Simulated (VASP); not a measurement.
# SnSe in VASP: settings compared

The runs below take SnSe through single point, with LDA, BLYP, PBEsol.

Everything below comes from runs of VASP 6.6.1. Logs are shortened: lines on timing, memory, paths and dates and some standing lists are left out, and cuts for length are marked.

## (1) The cell of the first run

The cell holds a slab with vacuum, 4 atoms: a = 4.285 Å, b = 4.285 Å, c = 10.991 Å, α = 90.00°, β = 90.00°, γ = 90.00°.

## (2) Single point, LDA

Contents of INCAR:

```
SYSTEM = SnSe
PREC = Accurate
ENCUT = 520
EDIFF = 1E-6
ISMEAR = 1
SIGMA = 0.05
LREAL = .False.
LASPH = .True.
NELM = 60
ALGO = Normal
ISIF = 2
LWAVE = .False.
LCHARG = .False.
GGA = CA
NBANDS = 28
```

Contents of KPOINTS:

```
regular mesh
0
Gamma
  6 6 2
  0 0 0
```

Contents of POSCAR:

```
SnSe
1.0
    4.2853270000      0.0000000000      0.0000000000
    0.0000000000      4.2853270000      0.0000000000
    0.0000000000      0.0000000000     10.9906920000
Sn Se
2 2
Direct
    0.5000000000      0.0000000000      0.3722300000
    0.0000000000      0.5000000000      0.6277700000
    0.5000000000      0.0000000000      0.6160400000
    0.0000000000      0.5000000000      0.3839600000
```

Potentials or basis: VASP PAW LDA potentials, release 64 (Sn_d, Se).

The run is started by

```
$ cat potpaw_LDA.64/Sn_d/POTCAR potpaw_LDA.64/Se/POTCAR > POTCAR
$ mpirun -np 1 vasp_std > vasp.out
```

OUTCAR:

```text
SYSTEM = SnSe
   PREC = Accurate
   ENCUT = 520
   EDIFF = 1E-6
   ISMEAR = 1
   LREAL = .False.
   LASPH = .True.
   NELM = 60
   ISIF = 2
   GGA = CA

 ion  position               nearest neighbor table
   1  0.500  0.000  0.372-   3 2.68   4 3.03   4 3.03   4 3.03   4 3.03
   2  0.000  0.500  0.628-   4 2.68   3 3.03   3 3.03   3 3.03   3 3.03
   3  0.500  0.000  0.616-   1 2.68   2 3.03   2 3.03   2 3.03   2 3.03
   4  0.000  0.500  0.384-   2 2.68   1 3.03   1 3.03   1 3.03   1 3.03

  LATTYP: Found a simple tetragonal cell.
 ALAT       =     4.2853270000
 C/A-ratio  =     2.5647265658

  Lattice vectors:

 A1 = (   4.2853270000,   0.0000000000,   0.0000000000)
 A2 = (   0.0000000000,   4.2853270000,   0.0000000000)
 A3 = (   0.0000000000,   0.0000000000,  10.9906920000)

Analysis of symmetry for initial positions (statically):
=====================================================================
 Subroutine PRICEL returns:
 Original cell was already a primitive cell.

 Routine SETGRP: Setting up the symmetry group for a
 simple tetragonal supercell.

 Subroutine GETGRP returns: Found 16 space group operations
 (whereof  8 operations were pure point group operations)
 out of a pool of 16 trial point group operations.

The static configuration has the point symmetry D_2d.
 The point group associated with its full space group is D_4h.

Analysis of symmetry for dynamics (positions and initial velocities):
=====================================================================
 Subroutine PRICEL returns:
 Original cell was already a primitive cell.

 Routine SETGRP: Setting up the symmetry group for a
 simple tetragonal supercell.

 Subroutine GETGRP returns: Found 16 space group operations
 (whereof  8 operations were pure point group operations)
 out of a pool of 16 trial point group operations.

The dynamic configuration has the point symmetry D_2d.
 The point group associated with its full space group is D_4h.

 Subroutine INISYM returns: Found 16 space group operations
 (whereof  8 operations are pure point group operations),
 and found     1 'primitive' translations

----------------------------------------------------------------------------------------

                                     Primitive cell

  volume of cell :     201.8334

  direct lattice vectors                    reciprocal lattice vectors
     4.285327000  0.000000000  0.000000000     0.233354421  0.000000000  0.000000000
     0.000000000  4.285327000  0.000000000     0.000000000  0.233354421  0.000000000
     0.000000000  0.000000000 10.990692000     0.000000000  0.000000000  0.090986082

  length of vectors
     4.285327000  4.285327000 10.990692000     0.233354421  0.233354421  0.090986082

  position of ions in fractional coordinates (direct lattice)
     0.500000000  0.000000000  0.372230000
     0.000000000  0.500000000  0.627770000
     0.500000000  0.000000000  0.616040000
     0.000000000  0.500000000  0.383960000

  ion indices of the primitive-cell ions
   primitive index   ion index
                 1           1
                 2           2
                 3           3
                 4           4

----------------------------------------------------------------------------------------

 KPOINTS: regular mesh

Automatic generation of k-mesh.
 Grid dimensions read from file:
 generate k-points for:    6    6    2

 Generating k-lattice:

  Cartesian coordinates                     Fractional coordinates (reciprocal lattice)
     0.038892403  0.000000000  0.000000000     0.166666667  0.000000000  0.000000000
     0.000000000  0.038892403  0.000000000     0.000000000  0.166666667  0.000000000
     0.000000000  0.000000000  0.045493041     0.000000000  0.000000000  0.500000000

  Length of vectors
     0.038892403  0.038892403  0.045493041

  Shift w.r.t. Gamma in fractional coordinates (k-lattice)
     0.000000000  0.000000000  0.000000000

 Subroutine IBZKPT returns following result:
 ===========================================

 Found     20 irreducible k-points:

 Following reciprocal coordinates:
            Coordinates               Weight
  0.000000  0.000000  0.000000      1.000000
  0.166667  0.000000  0.000000      4.000000
  0.333333  0.000000  0.000000      4.000000
  0.500000  0.000000  0.000000      2.000000
  0.166667  0.166667  0.000000      4.000000
  0.333333  0.166667  0.000000      8.000000
[... 12 lines left out ...]
  0.500000  0.333333  0.500000      4.000000
  0.500000  0.500000  0.500000      1.000000
   k-points           NKPTS =     20   k-points in BZ     NKDIM =     20   number of bands    NBANDS=     28
   number of dos      NEDOS =    301   number of ions     NIONS =      4
   total plane-waves  NPLWV =  86016
   dimension x,y,z NGX =    32 NGY =   32 NGZ =   84
   dimension x,y,z NGXF=    64 NGYF=   64 NGZF=  168
   ions per type =               2   2
   NGX,Y,Z   is equivalent  to a cutoff of  12.41, 12.41, 12.71 a.u.
   NGXF,Y,Z  is equivalent  to a cutoff of  24.83, 24.83, 25.41 a.u.
 SYSTEM =  SnSe
   PREC   = accura    normal or accurate (medium, high low for compatibility)
   ISTART =      0    job   : 0-new  1-cont  2-samecut
   ICHARG =      2    charge: 1-file 2-atom 10-const
   ISPIN  =      1    spin polarized calculation?
   LNONCOLLINEAR =      F non collinear calculations
   LSORBIT =      F    spin-orbit coupling
   LASPH  =      T    aspherical Exc in radial PAW
   ENCUT  =  520.0 eV  38.22 Ry    6.18 a.u.   7.97  7.97 20.44*2*pi/ulx,y,z
   NELM   =     60;   NELMIN=  2; NELMDL= -5     # of ELM steps
   EDIFF  = 0.1E-05   stopping-criterion for ELM
   LREAL  =      F    real-space projection
   EDIFFG = 0.1E-04   stopping-criterion for IOM
   NSW    =      0    number of steps for IOM
   IBRION =     -1    ionic relax: 0-MD 1-quasi-New 2-CG
   NFREE  =      0    steps in history (QN), initial steepest desc. (CG)
   ISIF   =      2    stress and relaxation
   ISYM   =      2    0-nonsym 1-usesym 2-fastsym
   POTIM  = 0.5000    time-step for ionic-motion
   TEBEG  =    0.0;   TEEND  =   0.0 temperature during run
   PSTRESS=    0.0 pullay stress
   NELECT =      40.0000    total number of electrons
   NUPDOWN=      -1.0000    fix difference up-down
   EMIN   =  10.00;   EMAX   =-10.00  energy-range for DOS
   EFERMI =   0.00;   METHOD = LEGACY
   ISMEAR =     1;   SIGMA  =   0.05  broadening in eV -4-tet -1-fermi 0-gaus
   EFERMI_NEDOS =   21; number of points for ismear=-14 and -15
   IALGO  =     38    algorithm
   IMIX   =      4    mixing-type and parameters
     AMIX     =   0.40;   BMIX     =  1.00
     AMIX_MAG =   1.60;   BMIX_MAG =  1.00
  volume/ion in A,a.u.               =      50.46       340.51
  Fermi-wavevector in a.u.,A,eV,Ry     =   0.954473  1.803693 12.395173  0.911020
  Thomas-Fermi vector in A             =   2.083223
   LORBIT       =      0    0 simple, 1 ext, 2 COOP (PROOUT), +10 PAW based schemes
   GGA     = CA    functional components
   LHFCALC =     F    Hartree Fock is set to
   AEXX    =    0.0000 exact exchange contribution
   IVDW    =     0    specifies the selected vdW correction
   LEPSILON=     F    determine dielectric tensor
   LRPA    =     F    only Hartree local field effects (RPA)
 non-spin polarized calculation
 Methfessel and Paxton  Order N= 1 SIGMA  =   0.05
  energy-cutoff  :      520.00
  volume of cell :      201.83
 maximum number of plane-waves:      5480
 NGX is ok and might be reduce to    32
   NGX = 15   NGY = 15   NGZ = 41

 number of electron      40.0000017 magnetization

 Free energy of the ion-electron system (eV)
  ---------------------------------------------------
  ext. energy  EPLUGINS =         0.00000000
  ---------------------------------------------------
  free energy    TOTEN  =       -18.43163271 eV

  energy without entropy =      -18.43195582  energy(sigma->0) =      -18.43174042

 E-fermi :   0.4366     XC(G=0):  -6.2348

 val. band max:        0.3956785115   @ k =   0.3333   0.0000   0.5000
 cond. band min:       1.8487950997   @ k =   0.3333   0.0000   0.5000
 fundamental gap:      1.4531165882
 Fermi energy:         0.4365866716

 k-point     1 :       0.0000    0.0000    0.0000
  band No.  band energies     occupation
      1     -20.5589      2.00000
      2     -20.5536      2.00000
      3     -20.5533      2.00000
      4     -20.5518      2.00000
      5     -20.5465      2.00000
      6     -20.5233      2.00000
[... 20 lines left out ...]
     27       6.1035      0.00000
     28       6.1169      0.00000

 k-point     2 :       0.1667    0.0000    0.0000
  band No.  band energies     occupation
      1     -20.5565      2.00000
      2     -20.5551      2.00000
      3     -20.5514      2.00000
      4     -20.5492      2.00000
      5     -20.5481      2.00000
      6     -20.5235      2.00000
[... 20 lines left out ...]
     27       5.6963      0.00000
     28       5.7699      0.00000

 k-point     3 :       0.3333    0.0000    0.0000
  band No.  band energies     occupation
      1     -20.5579      2.00000
      2     -20.5546      2.00000
      3     -20.5521      2.00000
      4     -20.5486      2.00000
      5     -20.5386      2.00000
      6     -20.5250      2.00000
[... 20 lines left out ...]
     27       5.4395      0.00000
     28       6.9345      0.00000

 k-point     4 :       0.5000    0.0000    0.0000
  band No.  band energies     occupation
      1     -20.5582      2.00000
      2     -20.5582      2.00000
      3     -20.5488      2.00000
      4     -20.5488      2.00000
      5     -20.5298      2.00000
      6     -20.5298      2.00000
[... 454 lines left out ...]
     27       6.3189      0.00000
     28       6.5338      0.00000

 k-point    19 :       0.5000    0.3333    0.5000
  band No.  band energies     occupation
      1     -20.5714      2.00000
      2     -20.5714      2.00000
      3     -20.5393      2.00000
      4     -20.5393      2.00000
      5     -20.5243      2.00000
      6     -20.5243      2.00000
[... 20 lines left out ...]
     27       6.0961      0.00000
     28       6.0961      0.00000

 k-point    20 :       0.5000    0.5000    0.5000
  band No.  band energies     occupation
      1     -20.5753      2.00000
      2     -20.5753      2.00000
      3     -20.5366      2.00000
      4     -20.5366      2.00000
      5     -20.5217      2.00000
      6     -20.5217      2.00000
[... 20 lines left out ...]
     27       6.8576      0.00000
     28       6.8576      0.00000

------------------------ aborting loop because EDIFF is reached ----------------------------------------

  FORCE on cell =-STRESS in cart. coord.  units (eV):
  Direction    XX          YY          ZZ          XY          YZ          ZX
  --------------------------------------------------------------------------------------
  -------------------------------------------------------------------------------------
  Total       -2.2026118     -2.2026118     -0.7017447      0.0000000      0.0000000      0.0000000
  in kB      -17.4845945    -17.4845945     -5.5705327      0.0000000      0.0000000      0.0000000
  external PRESSURE =     -13.5132406 kB  Pullay stress =       0.0000000 kB

 VOLUME and BASIS-vectors are now :
 -----------------------------------------------------------------------------
  energy-cutoff  :      520.00
  volume of cell :      201.83
      direct lattice vectors                 reciprocal lattice vectors
     4.285327000  0.000000000  0.000000000     0.233354421  0.000000000  0.000000000
     0.000000000  4.285327000  0.000000000     0.000000000  0.233354421  0.000000000
     0.000000000  0.000000000 10.990692000     0.000000000  0.000000000  0.090986082

 POSITION                                       TOTAL-FORCE (eV/Angst)
 -----------------------------------------------------------------------------------
      2.14266      0.00000      4.09107         0.000000      0.000000      0.219777
      0.00000      2.14266      6.89963        -0.000000      0.000000     -0.219777
      2.14266      0.00000      6.77071         0.000000     -0.000000     -0.021710
      0.00000      2.14266      4.21999         0.000000     -0.000000      0.021710
 -----------------------------------------------------------------------------------
    total drift:                                0.000000      0.000000      0.000000

  FREE ENERGIE OF THE ION-ELECTRON SYSTEM (eV)
  ---------------------------------------------------
  free  energy   TOTEN  =       -18.4316327113 eV

  energy  without entropy=      -18.4319558250  energy(sigma->0) =      -18.43174042
```

Run time: 83 s. Hardware: 1 thread of Intel Xeon Platinum 8375C at 2.90GHz (Ice Lake), shared host; peak memory 0.28 GiB.

What came out:

```yaml
Free_energy: -18.4316 eV
Largest_force: 0.220 eV/Å
Band_gap_on_the_k_mesh: 1.45 eV, direct
```

Forces in eV/Å, atoms in the order of the input:
```
Sn   0.000  0.000  0.220
Sn   0.000  0.000 -0.220
Se   0.000  0.000 -0.022
Se   0.000  0.000  0.022
```

Caveat: spin-orbit coupling is left out, which moves the levels of the heavy elements.

(Continued in part 2 of 3.)
